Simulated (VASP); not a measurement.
# TiSi2 (Cmcm) in VASP: a series of runs

Runs on TiSi2. Level: PBE. Tasks: single point.

Program: VASP 6.6.1. These are calculated values, not measurements. Logs are shortened: lines on timing, memory, paths and dates and some standing lists are left out, and cuts for length are marked.

**1. The cell of the first run**

It takes space group Cmcm (No. 63, orthorhombic). The conventional cell has a = 3.430 Å, b = 12.744 Å, c = 3.467 Å, α = 90.00°, β = 90.00°, γ = 90.00°. Within 3.5 Å of Ti (site symmetry m2m) lie 10 Si at 2.49 to 2.70 Å and 6 Ti at 3.10 to 3.47 Å. Si (site symmetry m2m) has 6 Si at 2.35 to 2.96 Å and 6 Ti at 2.49 to 2.70 Å within 3.1 Å. Within 3.2 Å of Si (site symmetry m2m) lie 8 Si at 2.44 to 2.96 Å and 4 Ti at 2.57 Å.

**2. Single point, PBE (12.63 Å³/atom)**

Contents of INCAR:

```
SYSTEM = TiSi2
PREC     = Accurate       ! precision mode
ENCUT    = 520            ! plane-wave cutoff, eV
EDIFF    = 1E-7           ! SCF threshold, eV
ISMEAR   = 0              ! smearing method
SIGMA    = 0.1            ! smearing width, eV
LREAL    = .FALSE.        ! projectors in reciprocal space
LASPH    = .TRUE.         ! aspherical terms in the spheres
NELM     = 60             ! most SCF steps
ALGO     = Normal         ! electronic algorithm
ISIF     = 2              ! what is computed and relaxed
LWAVE    = .FALSE.        ! write WAVECAR
LCHARG   = .FALSE.        ! write CHGCAR
GGA      = PE             ! functional
NBANDS   = 29             ! bands
```

Contents of KPOINTS:

```
regular mesh
0
G
  10 10 10
  0 0 0
```

Contents of POSCAR:

```
TiSi2
1.0
    1.7148291035     -6.3720518835      0.0000000000
    1.7148291035      6.3720518835      0.0000000000
    0.0000000000      0.0000000000      3.4667972627
Ti Si
2 4
Direct
    0.8993621515      0.1006378485      0.7500000000
    0.1006378485      0.8993621515      0.2500000000
    0.5625233950      0.4374766050      0.7500000000
    0.4374766050      0.5625233950      0.2500000000
    0.2495192069      0.7504807931      0.7500000000
    0.7504807931      0.2495192069      0.2500000000
```

Potentials or basis: VASP PAW PBE potentials, release 64 (Ti_sv, Si).

Run with:

```sh
$ cat potpaw_PBE.64/Ti_sv/POTCAR potpaw_PBE.64/Si/POTCAR > POTCAR
$ mpirun -np 1 vasp_std > vasp.out
```

OUTCAR:

```text
SYSTEM = TiSi2
   PREC = Accurate
   ENCUT = 520
   EDIFF = 1E-7
   ISMEAR = 0
   LREAL = .FALSE.
   LASPH = .TRUE.
   NELM = 60
   ISIF = 2
   GGA = PE

 ion  position               nearest neighbor table
   1  0.899  0.101  0.750-   4 2.49   4 2.49   4 2.49   4 2.49   5 2.57   5 2.57   6 2.57   6 2.57
                             3 2.70   3 2.70
   2  0.101  0.899  0.250-   3 2.49   3 2.49   3 2.49   3 2.49   6 2.57   6 2.57   5 2.57   5 2.57
                             4 2.70   4 2.70
   3  0.563  0.437  0.750-   4 2.35   4 2.35   2 2.49   2 2.49   2 2.49   2 2.49   1 2.70   1 2.70
                             5 2.94   5 2.94   6 2.96   6 2.96
   4  0.437  0.563  0.250-   3 2.35   3 2.35   1 2.49   1 2.49   1 2.49   1 2.49   2 2.70   2 2.70
                             6 2.94   6 2.94   5 2.96   5 2.96
   5  0.250  0.750  0.750-   6 2.44   6 2.44   6 2.44   6 2.44   1 2.57   1 2.57   2 2.57   2 2.57
                             3 2.94   3 2.94   4 2.96   4 2.96
   6  0.750  0.250  0.250-   5 2.44   5 2.44   5 2.44   5 2.44   2 2.57   2 2.57   1 2.57   1 2.57
                             4 2.94   4 2.94   3 2.96   3 2.96

  LATTYP: Found a base centered orthorhombic cell.
 ALAT       =     3.4296582070
 B/A-ratio  =     3.7158524255
 C/A-ratio  =     1.0108287921

  Lattice vectors:

 A1 = (   1.7148291035,  -6.3720518835,   0.0000000000)
 A2 = (   1.7148291035,   6.3720518835,   0.0000000000)
 A3 = (   0.0000000000,   0.0000000000,   3.4667972627)

Analysis of symmetry for initial positions (statically):
=====================================================================
 Subroutine PRICEL returns:
 Original cell was already a primitive cell.

 Routine SETGRP: Setting up the symmetry group for a
 base centered orthorhombic supercell.

 Subroutine GETGRP returns: Found  8 space group operations
 (whereof  4 operations were pure point group operations)
 out of a pool of  8 trial point group operations.

The static configuration has the point symmetry C_2h.
 The point group associated with its full space group is D_2h.

Analysis of symmetry for dynamics (positions and initial velocities):
=====================================================================
 Subroutine PRICEL returns:
 Original cell was already a primitive cell.

 Routine SETGRP: Setting up the symmetry group for a
 base centered orthorhombic supercell.

 Subroutine GETGRP returns: Found  8 space group operations
 (whereof  4 operations were pure point group operations)
 out of a pool of  8 trial point group operations.

The dynamic configuration has the point symmetry C_2h.
 The point group associated with its full space group is D_2h.

 Subroutine INISYM returns: Found  8 space group operations
 (whereof  4 operations are pure point group operations),
 and found     1 'primitive' translations

----------------------------------------------------------------------------------------

                                     Primitive cell

  volume of cell :      75.7632

  direct lattice vectors                    reciprocal lattice vectors
     1.714829104 -6.372051884  0.000000000     0.291574244 -0.078467660  0.000000000
     1.714829104  6.372051884  0.000000000     0.291574244  0.078467660  0.000000000
     0.000000000  0.000000000  3.466797263     0.000000000  0.000000000  0.288450672

  length of vectors
     6.598763828  6.598763828  3.466797263     0.301948197  0.301948197  0.288450672

  position of ions in fractional coordinates (direct lattice)
     0.899362152  0.100637848  0.750000000
     0.100637848  0.899362152  0.250000000
     0.562523395  0.437476605  0.750000000
     0.437476605  0.562523395  0.250000000
     0.249519207  0.750480793  0.750000000
     0.750480793  0.249519207  0.250000000

  ion indices of the primitive-cell ions
   primitive index   ion index
                 1           1
                 2           2
                 3           3
                 4           4
                 5           5
                 6           6

----------------------------------------------------------------------------------------

 KPOINTS: regular mesh

Automatic generation of k-mesh.
 Grid dimensions read from file:
 generate k-points for:   10   10   10

 Generating k-lattice:

  Cartesian coordinates                     Fractional coordinates (reciprocal lattice)
     0.029157424 -0.007846766  0.000000000     0.100000000  0.000000000  0.000000000
     0.029157424  0.007846766  0.000000000     0.000000000  0.100000000  0.000000000
     0.000000000  0.000000000  0.028845067     0.000000000  0.000000000  0.100000000

  Length of vectors
     0.030194820  0.030194820  0.028845067

  Shift w.r.t. Gamma in fractional coordinates (k-lattice)
     0.000000000  0.000000000  0.000000000

 Subroutine IBZKPT returns following result:
 ===========================================

 Found    186 irreducible k-points:

 Following reciprocal coordinates:
            Coordinates               Weight
  0.000000  0.000000  0.000000      1.000000
  0.100000  0.000000  0.000000      4.000000
  0.200000  0.000000  0.000000      4.000000
  0.300000 -0.000000  0.000000      4.000000
  0.400000  0.000000  0.000000      4.000000
  0.500000  0.000000  0.000000      2.000000
[... 16 lines left out ...]
  0.300000  0.300000  0.000000      2.000000
  0.400000  0.300000  0.000000      4.000000
 [... further k-points ...]
   k-points           NKPTS =    186   k-points in BZ     NKDIM =    186   number of bands    NBANDS=     29
   number of dos      NEDOS =    301   number of ions     NIONS =      6
   total plane-waves  NPLWV =  70000
   dimension x,y,z NGX =    50 NGY =   50 NGZ =   28
   dimension x,y,z NGXF=   100 NGYF=  100 NGZF=   56
   ions per type =               2   4
   NGX,Y,Z   is equivalent  to a cutoff of  12.60, 12.60, 13.43 a.u.
   NGXF,Y,Z  is equivalent  to a cutoff of  25.19, 25.19, 26.85 a.u.
 SYSTEM =  TiSi2
   PREC   = accura    normal or accurate (medium, high low for compatibility)
   ISTART =      0    job   : 0-new  1-cont  2-samecut
   ICHARG =      2    charge: 1-file 2-atom 10-const
   ISPIN  =      1    spin polarized calculation?
   LNONCOLLINEAR =      F non collinear calculations
   LSORBIT =      F    spin-orbit coupling
   LASPH  =      T    aspherical Exc in radial PAW
   ENCUT  =  520.0 eV  38.22 Ry    6.18 a.u.  12.27 12.27  6.45*2*pi/ulx,y,z
   NELM   =     60;   NELMIN=  2; NELMDL= -5     # of ELM steps
   EDIFF  = 0.1E-06   stopping-criterion for ELM
   LREAL  =      F    real-space projection
   EDIFFG = 0.1E-05   stopping-criterion for IOM
   NSW    =      0    number of steps for IOM
   IBRION =     -1    ionic relax: 0-MD 1-quasi-New 2-CG
   NFREE  =      0    steps in history (QN), initial steepest desc. (CG)
   ISIF   =      2    stress and relaxation
   ISYM   =      2    0-nonsym 1-usesym 2-fastsym
   POTIM  = 0.5000    time-step for ionic-motion
   TEBEG  =    0.0;   TEEND  =   0.0 temperature during run
   PSTRESS=    0.0 pullay stress
   NELECT =      40.0000    total number of electrons
   NUPDOWN=      -1.0000    fix difference up-down
   EMIN   =  10.00;   EMAX   =-10.00  energy-range for DOS
   EFERMI =   0.00;   METHOD = LEGACY
   ISMEAR =     0;   SIGMA  =   0.10  broadening in eV -4-tet -1-fermi 0-gaus
   EFERMI_NEDOS =   21; number of points for ismear=-14 and -15
   IALGO  =     38    algorithm
   IMIX   =      4    mixing-type and parameters
     AMIX     =   0.40;   BMIX     =  1.00
     AMIX_MAG =   1.60;   BMIX_MAG =  1.00
  volume/ion in A,a.u.               =      12.63        85.21
  Fermi-wavevector in a.u.,A,eV,Ry     =   1.323149  2.500388 23.820023  1.750722
  Thomas-Fermi vector in A             =   2.452778
   LORBIT       =      0    0 simple, 1 ext, 2 COOP (PROOUT), +10 PAW based schemes
   GGA     = PE    functional components
   LHFCALC =     F    Hartree Fock is set to
   AEXX    =    0.0000 exact exchange contribution
   IVDW    =     0    specifies the selected vdW correction
   LEPSILON=     F    determine dielectric tensor
   LRPA    =     F    only Hartree local field effects (RPA)
 non-spin polarized calculation
 Gauss-broadening in eV      SIGMA  =   0.10
  energy-cutoff  :      520.00
  volume of cell :       75.76
 maximum number of plane-waves:      2059
 NGX is ok and might be reduce to    50
   NGX = 25   NGY = 25   NGZ = 13

 number of electron      40.0000001 magnetization

 Free energy of the ion-electron system (eV)
  ---------------------------------------------------
  ext. energy  EPLUGINS =         0.00000000
  ---------------------------------------------------
  free energy    TOTEN  =       -40.14436385 eV

  energy without entropy =      -40.13757002  energy(sigma->0) =      -40.14096693

 E-fermi :  12.1079     XC(G=0): -12.1758

 val. band max:       12.0975931427   @ k =  -0.3000   0.2000   0.3000
 cond. band min:      12.1101361329   @ k =   0.4000   0.2000   0.1000
 fundamental gap:      0.0125429902
 Fermi energy:        12.1078628269

 k-point     1 :       0.0000    0.0000    0.0000
  band No.  band energies     occupation
      1     -44.3908      2.00000
      2     -44.3684      2.00000
      3     -20.8081      2.00000
      4     -20.7702      2.00000
      5     -20.7469      2.00000
      6     -20.7194      2.00000
[... 21 lines left out ...]
     28      15.5994      0.00000
     29      15.6812      0.00000

 k-point     2 :       0.1000    0.0000    0.0000
  band No.  band energies     occupation
      1     -44.3901      2.00000
      2     -44.3678      2.00000
      3     -20.8059      2.00000
      4     -20.7691      2.00000
      5     -20.7583      2.00000
      6     -20.7293      2.00000
[... 21 lines left out ...]
     28      15.5790      0.00000
     29      15.7210      0.00000

 k-point     3 :       0.2000    0.0000    0.0000
  band No.  band energies     occupation
      1     -44.3882      2.00000
      2     -44.3661      2.00000
      3     -20.8006      2.00000
      4     -20.7877      2.00000
      5     -20.7662      2.00000
      6     -20.7552      2.00000
[... 638 lines left out ...]
      5     -20.7845      2.00000
      6     -20.7597      2.00000
[... 21 lines left out ...]
     28      15.6418      0.00000
     29      15.8211      0.00000

 k-point    24 :       0.4000    0.3000    0.0000
  band No.  band energies     occupation
      1     -44.3858      2.00000
      2     -44.3643      2.00000
      3     -20.8259      2.00000
      4     -20.7876      2.00000
      5     -20.7862      2.00000
      6     -20.7623      2.00000
[... 21 lines left out ...]
     28      15.9637      0.00000
     29      16.1208      0.00000

 [... further k-points ...]

------------------------ aborting loop because EDIFF is reached ----------------------------------------

  FORCE on cell =-STRESS in cart. coord.  units (eV):
  Direction    XX          YY          ZZ          XY          YZ          ZX
  --------------------------------------------------------------------------------------
  -------------------------------------------------------------------------------------
  Total        9.9495954      9.9535747      9.9563651      0.0000000     -0.0000000      0.0000000
  in kB      210.4056582    210.4898088    210.5488166      0.0000000     -0.0000000      0.0000000
  external PRESSURE =     210.4814279 kB  Pullay stress =       0.0000000 kB

 VOLUME and BASIS-vectors are now :
 -----------------------------------------------------------------------------
  energy-cutoff  :      520.00
  volume of cell :       75.76
      direct lattice vectors                 reciprocal lattice vectors
     1.714829104 -6.372051884  0.000000000     0.291574244 -0.078467660  0.000000000
     1.714829104  6.372051884  0.000000000     0.291574244  0.078467660  0.000000000
     0.000000000  0.000000000  3.466797263     0.000000000  0.000000000  0.288450672

 POSITION                                       TOTAL-FORCE (eV/Angst)
 -----------------------------------------------------------------------------------
      1.71483     -5.08951      2.60010         0.000000      0.000879     -0.000000
      1.71483      5.08951      0.86670         0.000000     -0.000879      0.000000
      1.71483     -0.79680      2.60010         0.000000      0.009517      0.000000
      1.71483      0.79680      0.86670         0.000000     -0.009517      0.000000
      1.71483      3.19215      2.60010         0.000000      0.000181     -0.000000
      1.71483     -3.19215      0.86670         0.000000     -0.000181      0.000000
 -----------------------------------------------------------------------------------
    total drift:                                0.000000     -0.000000      0.000000

  FREE ENERGIE OF THE ION-ELECTRON SYSTEM (eV)
  ---------------------------------------------------
  free  energy   TOTEN  =       -40.1443638498 eV

  energy  without entropy=      -40.1375700189  energy(sigma->0) =      -40.14096693
```

It took 6.3 min on 1 thread of AMD EPYC 9R45 (Zen 5), shared host; peak memory 0.44 GiB.

What came out:

```
Free energy            : -40.1444 eV
Pressure               : 21.0 GPa
Largest force          : 0.010 eV/Å
Band gap on the k mesh : zero (bands 20 and 21 overlap by 0.99 eV)
```

Forces in eV/Å, atoms in the order of the input:
```
Ti   0.000  0.001  0.000
Ti   0.000 -0.001  0.000
Si   0.000  0.010  0.000
Si   0.000 -0.010  0.000
Si   0.000  0.000  0.000
Si   0.000  0.000  0.000
```

Caveat: the cell stands under pressure.

**3. Single point, PBE (13.06 Å³/atom)**

This run uses another cell than the first one, of 13.06 Å³/atom.

Contents of INCAR:

```
SYSTEM = TiSi2
ALGO = Normal
EDIFF = 1E-7
ENCUT = 520
GGA = PE
ISIF = 2
ISMEAR = 0
LASPH = .TRUE.
LCHARG = .FALSE.
LREAL = .FALSE.
LWAVE = .FALSE.
NBANDS = 29
NELM = 100
PREC = Accurate
SIGMA = 0.1
```

Contents of KPOINTS:

```
k-points
0
G
  10 10 10
  0 0 0
```

Contents of POSCAR:

```
TiSi2
1.0
    1.7302932934     -6.4729117364      0.0000000000
    1.7302932934      6.4729117364      0.0000000000
    0.0000000000      0.0000000000      3.4975819945
Ti Si
2 4
Direct
    0.8987717568      0.1012282432      0.7500000000
    0.1012282432      0.8987717568      0.2500000000
    0.5616315861      0.4383684139      0.7500000000
    0.4383684139      0.5616315861      0.2500000000
    0.2495847918      0.7504152082      0.7500000000
    0.7504152082      0.2495847918      0.2500000000
```

Potentials or basis: VASP PAW PBE potentials, release 64 (Ti_sv, Si).

Run with:

```sh
$ cat potpaw_PBE.64/Ti_sv/POTCAR potpaw_PBE.64/Si/POTCAR > POTCAR
$ mpirun -np 1 vasp_std > vasp.out
```

Run time: 5.7 min. Hardware: 1 thread of AMD EPYC 9R45 (Zen 5), shared host; peak memory 0.46 GiB.

Results (log left out):

* Free energy: -40.4298 eV
* Pressure: 14.4 GPa
* Largest force: 0.009 eV/Å
* Band gap on the k mesh: zero (bands 20 and 21 overlap by 1.02 eV)

Forces in eV/Å, atoms in the order of the input:
```
Ti   0.000  0.001  0.000
Ti   0.000 -0.001  0.000
Si   0.000  0.009  0.000
Si   0.000 -0.009  0.000
Si   0.000  0.000  0.000
Si   0.000  0.000  0.000
```

Levels at points of the mesh, in eV from the Fermi level:
| k point | band 18 | band 19 | band 20 | band 21 | band 22 | band 23 |
| --- | --- | --- | --- | --- | --- | --- |
| (0.00, 0.00, 0.00) | -2.12 | -1.97 | 0.38 | 0.83 | 0.91 | 1.06 |
| (0.50, 0.00, 0.00) | -1.26 | -0.66 | -0.65 | -0.65 | 1.36 | 1.65 |
| (0.50, 0.50, 0.00) | -1.98 | -1.20 | 0.28 | 0.61 | 0.61 | 0.95 |
| (0.00, 0.00, 0.50) | -1.77 | -0.04 | -0.04 | 1.33 | 1.33 | 1.58 |
| (0.50, 0.00, 0.50) | -3.18 | -2.68 | -2.68 | 1.90 | 1.90 | 2.05 |
| (0.50, 0.50, 0.50) | -2.33 | -1.00 | -1.00 | 0.72 | 0.72 | 1.80 |

Caveat: the cell stands under pressure.

**4. Single point, PBE (13.49 Å³/atom)**

This run uses another cell than the first one, of 13.49 Å³/atom.

Contents of INCAR:

```
SYSTEM = TiSi2
PREC = Accurate
ENCUT = 520
EDIFF = 1E-6
ISMEAR = 0
SIGMA = 0.1
LREAL = .False.
LASPH = .True.
NELM = 60
ALGO = Normal
ISIF = 2
LWAVE = .False.
LCHARG = .True.
GGA = PE
LELF = .True.
LVHAR = .True.
NBANDS = 29
```

Contents of KPOINTS:

```
regular mesh
0
Gamma
  10 10 10
  0 0 0
```

Contents of POSCAR:

```
TiSi2
1.0
    1.7452123660     -6.5751460092      0.0000000000
    1.7452123660      6.5751460092      0.0000000000
    0.0000000000      0.0000000000      3.5263067825
Ti Si
2 4
Direct
    0.8981391977      0.1018608023      0.7500000000
    0.1018608023      0.8981391977      0.2500000000
    0.5607590368      0.4392409632      0.7500000000
    0.4392409632      0.5607590368      0.2500000000
    0.2496671763      0.7503328237      0.7500000000
    0.7503328237      0.2496671763      0.2500000000
```

Run with:

```sh
$ cat potpaw_PBE.64/Ti_sv/POTCAR potpaw_PBE.64/Si/POTCAR > POTCAR
$ mpirun -np 1 vasp_std > vasp.out
```

Wall time 6.6 min (1 thread of AMD EPYC 9R45 (Zen 5), shared host); peak memory 0.48 GiB.

It converged, with:

```
Free energy            : -40.6169 eV
Pressure               : 8.8 GPa
Largest force          : 0.009 eV/Å
Band gap on the k mesh : zero (bands 20 and 21 overlap by 1.01 eV)
```

Forces on the atoms (eV/Å):
```
Ti   0.000  0.000  0.000
Ti   0.000  0.000  0.000
Si   0.000  0.009  0.000
Si   0.000 -0.009  0.000
Si   0.000  0.000  0.000
Si   0.000  0.000  0.000
```

Levels at points of the mesh, in eV from the Fermi level:
```csv
k point,band 16,band 17,band 18,band 19,band 20,band 21,band 22,band 23,band 24,band 25
"(0.00, 0.00, 0.00)",-2.56,-2.23,-2.09,-1.99,0.41,0.82,0.91,0.94,1.30,1.37
"(0.50, 0.00, 0.00)",-2.61,-1.85,-1.32,-0.65,-0.62,-0.60,1.29,1.59,1.72,1.87
"(0.50, 0.50, 0.00)",-2.71,-2.58,-1.96,-1.18,0.32,0.63,0.66,0.93,1.38,2.32
"(0.00, 0.00, 0.50)",-2.49,-1.71,-1.71,-0.04,-0.04,1.16,1.16,1.55,1.55,1.71
"(0.50, 0.00, 0.50)",-4.16,-3.18,-3.18,-2.59,-2.59,1.85,1.85,1.99,1.99,2.62
"(0.50, 0.50, 0.50)",-3.48,-2.22,-2.22,-0.94,-0.94,0.63,0.63,1.75,1.75,2.58
```

Caveat: the cell stands under pressure.

**5. Summary**

| cell | gap on the mesh (eV) | pressure (GPa) | largest force (eV/Å) |
| --- | --- | --- | --- |
| a = 6.599, b = 6.599, c = 3.467 Å, angles 90.0, 90.0, 149.9°, 6 atoms, atomic positions A | none | 21.0 | 0.01 |
| a = 6.700, b = 6.700, c = 3.498 Å, angles 90.0, 90.0, 150.1°, 6 atoms, atomic positions B | none | 14.4 | 0.01 |
| a = 6.803, b = 6.803, c = 3.526 Å, angles 90.0, 90.0, 150.3°, 6 atoms, atomic positions C | none | 8.8 | 0.01 |

Alike in all rows: task single point; level PBE; potentials or basis VASP PAW PBE potentials, release 64 (Ti_sv, Si); no spin polarisation; k mesh 10 × 10 × 10; cutoff (eV) 520; smearing gaussian 0.1 eV.

Caveats: the cell stands under pressure.

Total energies depend on the potentials used, so only differences within one code and one set of settings carry meaning.

The gap in the log of VASP goes by the Fermi energy; the results here count the filled bands.